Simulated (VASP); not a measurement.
# Tl (Im-3m) in VASP: a series of runs

Tl is run at these levels: PBE; tasks: electric field gradients.

All numbers are computed with VASP 6.6.1; they aren't measurements. Logs are shortened: lines on timing, memory, paths and dates and some standing lists are left out, and cuts for length are marked.

### 1 The cell of the first run

Symmetry: Im-3m, No. 229, cubic system. The conventional cell has a = 3.859 Å, b = 3.859 Å, c = 3.859 Å, α = 90.00°, β = 90.00°, γ = 90.00°. Tl (site symmetry m-3m) has 14 Tl at 3.34 to 3.86 Å within 4.4 Å.

### 2 Electric field gradients, PBE (volume scaled by 0.96)

INCAR reads:

```
ALGO = Normal
EDIFF = 1E-8
ENCUT = 520
GGA = PE
ISIF = 2
ISMEAR = -1
LASPH = T
LCHARG = F
LEFG = T
LREAL = F
LWAVE = F
NBANDS = 12
NELM = 60
PREC = Accurate
SIGMA = 0.03
```

KPOINTS reads:

```
k-points
0
Gamma
  13 13 13
```

POSCAR reads:

```
Tl
1.0
   -1.9295595657      1.9295595657      1.9295595657
    1.9295595657     -1.9295595657      1.9295595657
    1.9295595657      1.9295595657     -1.9295595657
Tl
1
Direct
    0.0000000000      0.0000000000      0.0000000000
```

Potentials or basis: VASP PAW PBE potentials, release 64 (Tl_d).

Launch:

```
$ cat potpaw_PBE.64/Tl_d/POTCAR > POTCAR
$ mpirun -np 1 vasp_std > vasp.out
```

OUTCAR:

```text
EDIFF = 1E-8
   ENCUT = 520
   GGA = PE
   ISIF = 2
   ISMEAR = -1
   LASPH = T
   LREAL = F
   NELM = 60
   PREC = Accurate

 ion  position               nearest neighbor table
   1  0.000  0.000  0.000-

  LATTYP: Found a body centered cubic cell.
 ALAT       =     3.8591191314

  Lattice vectors:

 A1 = (  -1.9295595657,   1.9295595657,   1.9295595657)
 A2 = (   1.9295595657,  -1.9295595657,   1.9295595657)
 A3 = (   1.9295595657,   1.9295595657,  -1.9295595657)

Analysis of symmetry for initial positions (statically):
=====================================================================
 Subroutine PRICEL returns:
 Original cell was already a primitive cell.

 Routine SETGRP: Setting up the symmetry group for a
 body centered cubic supercell.

 Subroutine GETGRP returns: Found 48 space group operations
[... 9 lines left out ...]

 Routine SETGRP: Setting up the symmetry group for a
 body centered cubic supercell.

 Subroutine GETGRP returns: Found 48 space group operations
[... 11 lines left out ...]
                                     Primitive cell

  volume of cell :      28.7365

  direct lattice vectors                    reciprocal lattice vectors
    -1.929559566  1.929559566  1.929559566     0.000000000  0.259126491  0.259126491
     1.929559566 -1.929559566  1.929559566     0.259126491  0.000000000  0.259126491
     1.929559566  1.929559566 -1.929559566     0.259126491  0.259126491  0.000000000

  length of vectors
     3.342095204  3.342095204  3.342095204     0.366460198  0.366460198  0.366460198

  position of ions in fractional coordinates (direct lattice)
     0.000000000  0.000000000  0.000000000

  ion indices of the primitive-cell ions
   primitive index   ion index
                 1           1

----------------------------------------------------------------------------------------

 KPOINTS: k-points

Automatic generation of k-mesh.
 Grid dimensions read from file:
 generate k-points for:   13   13   13

 Generating k-lattice:

[... 89 lines left out ...]
   IVDW    =     0    specifies the selected vdW correction
   LEPSILON=     F    determine dielectric tensor
   LRPA    =     F    only Hartree local field effects (RPA)
 non-spin polarized calculation
  energy-cutoff  :      520.00
  volume of cell :       28.74
 maximum number of plane-waves:       784
 NGX is ok and might be reduce to    28
   NGX = 13   NGY = 13   NGZ = 13

 number of electron      12.9999999 magnetization

 Free energy of the ion-electron system (eV)
  ---------------------------------------------------
  ext. energy  EPLUGINS =         0.00000000
  ---------------------------------------------------
  free energy    TOTEN  =        -2.19619719 eV

  energy without entropy =       -2.19393658  energy(sigma->0) =       -2.19506688

 E-fermi :   6.4976     XC(G=0): -10.1687

 val. band max:        6.4622158645   @ k =  -0.3846   0.3846   0.1538
 cond. band min:       6.4991829393   @ k =   0.2308   0.2308   0.2308
 fundamental gap:      0.0369670748
 Fermi energy:         6.4976425247

 k-point     1 :       0.0000    0.0000    0.0000
  band No.  band energies     occupation
      1      -5.1476      2.00000
      2      -5.1476      2.00000
      3      -5.1476      2.00000
      4      -4.7214      2.00000
      5      -4.7214      2.00000
      6      -3.4847      2.00000
      7      17.3163      0.00000
      8      17.3163      0.00000
      9      17.3163      0.00000
     10      18.8586      0.00000
     11      18.8586      0.00000
     12      18.8586      0.00000
[... 331 lines left out ...]
 k-point    24 :       0.2308    0.0769    0.0769
  band No.  band energies     occupation
      1      -5.2548      2.00000
      2      -5.1817      2.00000
      3      -4.7722      2.00000
      4      -4.7253      2.00000
      5      -4.7119      2.00000
      6      -0.9813      2.00000
      7       8.2074      0.00000
      8      11.8748      0.00000
      9      12.9920      0.00000
     10      19.2168      0.00000
     11      19.7187      0.00000
     12      21.2619      0.00000

 [... further k-points ...]
[... 5 lines left out ...]
  --------------------------------------------------------------------------------------
  -------------------------------------------------------------------------------------
  Total        0.5203832      0.5203832      0.5203832      0.0000000      0.0000000     -0.0000000
  in kB       29.0134455     29.0134455     29.0134455      0.0000000      0.0000000     -0.0000000
  external PRESSURE =      29.0134455 kB  Pullay stress =       0.0000000 kB

 VOLUME and BASIS-vectors are now :
 -----------------------------------------------------------------------------
  energy-cutoff  :      520.00
  volume of cell :       28.74
      direct lattice vectors                 reciprocal lattice vectors
    -1.929559566  1.929559566  1.929559566     0.000000000  0.259126491  0.259126491
     1.929559566 -1.929559566  1.929559566     0.259126491  0.000000000  0.259126491
     1.929559566  1.929559566 -1.929559566     0.259126491  0.259126491  0.000000000

 POSITION                                       TOTAL-FORCE (eV/Angst)
 -----------------------------------------------------------------------------------
      0.00000      0.00000      0.00000         0.000000     -0.000000      0.000000
 -----------------------------------------------------------------------------------
    total drift:                               -0.000000     -0.000000     -0.000000

  FREE ENERGIE OF THE ION-ELECTRON SYSTEM (eV)
  ---------------------------------------------------
  free  energy   TOTEN  =        -2.1961971864 eV

  energy  without entropy=       -2.1939365801  energy(sigma->0) =       -2.19506688

 Electric field gradients (V/A^2)
---------------------------------------------------------------------
 ion       V_xx      V_yy      V_zz      V_xy      V_xz      V_yz
---------------------------------------------------------------------
   1      -0.000     0.000     0.000     0.001     0.001     0.001
---------------------------------------------------------------------

 Electric field gradients after diagonalization (V/A^2)
 (convention: |V_zz| > |V_xx| > |V_yy|)
----------------------------------------------------------------------
 ion       V_xx      V_yy      V_zz     asymmetry (V_yy - V_xx)/ V_zz
----------------------------------------------------------------------
   1      -0.001    -0.001     0.001       0.000
----------------------------------------------------------------------

           NMR quadrupolar parameters

 Cq : quadrupolar parameter    Cq=e*Q*V_zz/h
 eta: asymmetry parameters     (V_yy - V_xx)/ V_zz
 Q  : nuclear electric quadrupole moment in mb (millibarn)
----------------------------------------------------------------------
 ion       Cq(MHz)       eta       Q (mb)
----------------------------------------------------------------------
   1       0.000       0.000       1.000
----------------------------------------------------------------------
```

Run time: 18 s. Hardware: 1 thread of Intel Xeon Platinum 8488C (Sapphire Rapids), shared host; peak memory 0.17 GiB.

What came out:

| Item | Value |
| --- | --- |
| Free energy | -2.1962 eV |
| Pressure | 2.9 GPa |

Caveat: without QUAD_EFG the Cq values of the log hold for a quadrupole moment of 1 mb, not for the nuclei; spin-orbit coupling is left out, which moves the levels of the heavy elements.

### 3 Electric field gradients, PBE (volume scaled by 0.98)

INCAR reads:

```
PREC     = Accurate       # precision mode
ENCUT    = 520            # plane-wave cutoff, eV
EDIFF    = 1E-8           # SCF threshold, eV
ISMEAR   = -1             # smearing method
SIGMA    = 0.03           # smearing width, eV
LREAL    = False          # projectors in reciprocal space
LASPH    = True           # aspherical terms in the spheres
NELM     = 100            # most SCF steps
ALGO     = Normal         # electronic algorithm
ISIF     = 2              # what is computed and relaxed
LWAVE    = False          # write WAVECAR
LCHARG   = False          # write CHGCAR
GGA      = PE             # functional
LEFG     = True         
NBANDS   = 12             # bands
```

KPOINTS reads:

```
Automatic mesh
0
Gamma
  13 13 13
```

POSCAR reads:

```
Tl
1.0
   -1.9428672936      1.9428672936      1.9428672936
    1.9428672936     -1.9428672936      1.9428672936
    1.9428672936      1.9428672936     -1.9428672936
Tl
1
Direct
    0.0000000000      0.0000000000      0.0000000000
```

Potentials or basis: VASP PAW PBE potentials, release 64 (Tl_d).

Launch:

```
$ cat potpaw_PBE.64/Tl_d/POTCAR > POTCAR
$ mpirun -np 1 vasp_std > vasp.out
```

OUTCAR:

```text
PREC = Accurate
   ENCUT = 520
   EDIFF = 1E-8
   ISMEAR = -1
   LREAL = False
   LASPH = True
   NELM = 100
   ISIF = 2
   GGA = PE

 ion  position               nearest neighbor table
   1  0.000  0.000  0.000-

  LATTYP: Found a body centered cubic cell.
 ALAT       =     3.8857345872

  Lattice vectors:

 A1 = (  -1.9428672936,   1.9428672936,   1.9428672936)
 A2 = (   1.9428672936,  -1.9428672936,   1.9428672936)
 A3 = (   1.9428672936,   1.9428672936,  -1.9428672936)

Analysis of symmetry for initial positions (statically):
=====================================================================
 Subroutine PRICEL returns:
 Original cell was already a primitive cell.

 Routine SETGRP: Setting up the symmetry group for a
 body centered cubic supercell.

 Subroutine GETGRP returns: Found 48 space group operations
[... 9 lines left out ...]

 Routine SETGRP: Setting up the symmetry group for a
 body centered cubic supercell.

 Subroutine GETGRP returns: Found 48 space group operations
[... 11 lines left out ...]
                                     Primitive cell

  volume of cell :      29.3352

  direct lattice vectors                    reciprocal lattice vectors
    -1.942867294  1.942867294  1.942867294     0.000000000  0.257351597  0.257351597
     1.942867294 -1.942867294  1.942867294     0.257351597  0.000000000  0.257351597
     1.942867294  1.942867294 -1.942867294     0.257351597  0.257351597  0.000000000

  length of vectors
     3.365144865  3.365144865  3.365144865     0.363950118  0.363950118  0.363950118

  position of ions in fractional coordinates (direct lattice)
     0.000000000  0.000000000  0.000000000

  ion indices of the primitive-cell ions
   primitive index   ion index
                 1           1

----------------------------------------------------------------------------------------

 KPOINTS: Automatic mesh

Automatic generation of k-mesh.
 Grid dimensions read from file:
 generate k-points for:   13   13   13

 Generating k-lattice:

  Cartesian coordinates                     Fractional coordinates (reciprocal lattice)
     0.000000000  0.019796277  0.019796277     0.076923077  0.000000000  0.000000000
     0.019796277  0.000000000  0.019796277     0.000000000  0.076923077  0.000000000
     0.019796277  0.019796277  0.000000000     0.000000000  0.000000000  0.076923077

  Length of vectors
     0.027996163  0.027996163  0.027996163

  Shift w.r.t. Gamma in fractional coordinates (k-lattice)
     0.000000000  0.000000000  0.000000000

 Subroutine IBZKPT returns following result:
 ===========================================

 Found     84 irreducible k-points:

 Following reciprocal coordinates:
            Coordinates               Weight
  0.000000  0.000000  0.000000      1.000000
  0.076923  0.000000  0.000000     12.000000
  0.153846  0.000000  0.000000     12.000000
  0.230769  0.000000  0.000000     12.000000
  0.307692  0.000000  0.000000     12.000000
[... 41 lines left out ...]
   NSW    =      0    number of steps for IOM
   IBRION =     -1    ionic relax: 0-MD 1-quasi-New 2-CG
   NFREE  =      0    steps in history (QN), initial steepest desc. (CG)
   ISIF   =      2    stress and relaxation
   ISYM   =      2    0-nonsym 1-usesym 2-fastsym
   POTIM  = 0.5000    time-step for ionic-motion
   TEBEG  =    0.0;   TEEND  =   0.0 temperature during run
   PSTRESS=    0.0 pullay stress
   NELECT =      13.0000    total number of electrons
   NUPDOWN=      -1.0000    fix difference up-down
   EMIN   =  10.00;   EMAX   =-10.00  energy-range for DOS
   EFERMI =   0.00;   METHOD = LEGACY
   ISMEAR =    -1;   SIGMA  =   0.03  broadening in eV -4-tet -1-fermi 0-gaus
   EFERMI_NEDOS =   21; number of points for ismear=-14 and -15
   IALGO  =     38    algorithm
   IMIX   =      4    mixing-type and parameters
     AMIX     =   0.40;   BMIX     =  1.00
     AMIX_MAG =   1.60;   BMIX_MAG =  1.00
  volume/ion in A,a.u.               =      29.34       197.96
  Fermi-wavevector in a.u.,A,eV,Ry     =   1.248129  2.358622 21.195510  1.557826
  Thomas-Fermi vector in A             =   2.382230
   LORBIT       =      0    0 simple, 1 ext, 2 COOP (PROOUT), +10 PAW based schemes
   GGA     = PE    functional components
   LHFCALC =     F    Hartree Fock is set to
   AEXX    =    0.0000 exact exchange contribution
   IVDW    =     0    specifies the selected vdW correction
   LEPSILON=     F    determine dielectric tensor
   LRPA    =     F    only Hartree local field effects (RPA)
 non-spin polarized calculation
  energy-cutoff  :      520.00
  volume of cell :       29.34
 maximum number of plane-waves:       802
 NGX is ok and might be reduce to    28
   NGX = 13   NGY = 13   NGZ = 13

 number of electron      13.0000002 magnetization

 Free energy of the ion-electron system (eV)
  ---------------------------------------------------
  ext. energy  EPLUGINS =         0.00000000
  ---------------------------------------------------
  free energy    TOTEN  =        -2.20580985 eV

  energy without entropy =       -2.20337369  energy(sigma->0) =       -2.20459177

 E-fermi :   6.2839     XC(G=0): -10.0660

 val. band max:        6.2440641255   @ k =  -0.3846  -0.4615   0.2308
 cond. band min:       6.2947889925   @ k =  -0.3077   0.4615   0.0769
 fundamental gap:      0.0507248670
 Fermi energy:         6.2839257823

 k-point     1 :       0.0000    0.0000    0.0000
  band No.  band energies     occupation
      1      -5.3317      2.00000
      2      -5.3317      2.00000
      3      -5.3317      2.00000
      4      -4.9261      2.00000
      5      -4.9261      2.00000
      6      -3.5600      2.00000
      7      16.8821      0.00000
      8      16.8821      0.00000
      9      16.8821      0.00000
     10      18.5954      0.00000
     11      18.5954      0.00000
     12      18.5954      0.00000
[... 331 lines left out ...]
 k-point    24 :       0.2308    0.0769    0.0769
  band No.  band energies     occupation
      1      -5.4325      2.00000
      2      -5.3602      2.00000
      3      -4.9743      2.00000
      4      -4.9302      2.00000
      5      -4.9146      2.00000
      6      -1.1161      2.00000
      7       7.9460      0.00000
      8      11.5795      0.00000
      9      12.7002      0.00000
     10      18.8175      0.00000
     11      19.3869      0.00000
     12      20.8643      0.00000

 [... further k-points ...]
[... 5 lines left out ...]
  --------------------------------------------------------------------------------------
  -------------------------------------------------------------------------------------
  Total        0.3835288      0.3835288      0.3835288      0.0000000      0.0000000      0.0000000
  in kB       20.9468721     20.9468721     20.9468721      0.0000000      0.0000000      0.0000000
  external PRESSURE =      20.9468721 kB  Pullay stress =       0.0000000 kB

 VOLUME and BASIS-vectors are now :
 -----------------------------------------------------------------------------
  energy-cutoff  :      520.00
  volume of cell :       29.34
      direct lattice vectors                 reciprocal lattice vectors
    -1.942867294  1.942867294  1.942867294     0.000000000  0.257351597  0.257351597
     1.942867294 -1.942867294  1.942867294     0.257351597  0.000000000  0.257351597
     1.942867294  1.942867294 -1.942867294     0.257351597  0.257351597  0.000000000

 POSITION                                       TOTAL-FORCE (eV/Angst)
 -----------------------------------------------------------------------------------
      0.00000      0.00000      0.00000        -0.000000     -0.000000      0.000000
 -----------------------------------------------------------------------------------
    total drift:                               -0.000000     -0.000000     -0.000000

  FREE ENERGIE OF THE ION-ELECTRON SYSTEM (eV)
  ---------------------------------------------------
  free  energy   TOTEN  =        -2.2058098523 eV

  energy  without entropy=       -2.2033736867  energy(sigma->0) =       -2.20459177

 Electric field gradients (V/A^2)
---------------------------------------------------------------------
 ion       V_xx      V_yy      V_zz      V_xy      V_xz      V_yz
---------------------------------------------------------------------
   1      -0.000    -0.000     0.000     0.000     0.000     0.000
---------------------------------------------------------------------

 Electric field gradients after diagonalization (V/A^2)
 (convention: |V_zz| > |V_xx| > |V_yy|)
----------------------------------------------------------------------
 ion       V_xx      V_yy      V_zz     asymmetry (V_yy - V_xx)/ V_zz
----------------------------------------------------------------------
   1      -0.000    -0.000     0.001       0.000
----------------------------------------------------------------------

           NMR quadrupolar parameters

 Cq : quadrupolar parameter    Cq=e*Q*V_zz/h
 eta: asymmetry parameters     (V_yy - V_xx)/ V_zz
 Q  : nuclear electric quadrupole moment in mb (millibarn)
----------------------------------------------------------------------
 ion       Cq(MHz)       eta       Q (mb)
----------------------------------------------------------------------
   1       0.000       0.000       1.000
----------------------------------------------------------------------
```

Run time: 18 s. Hardware: 1 thread of Intel Xeon Platinum 8488C (Sapphire Rapids), shared host; peak memory 0.17 GiB.

What came out:

```yaml
Free_energy: -2.2058 eV
Pressure: 2.1 GPa
```

Caveat: without QUAD_EFG the Cq values of the log hold for a quadrupole moment of 1 mb, not for the nuclei; spin-orbit coupling is left out, which moves the levels of the heavy elements.

[end of part 1 of 2]
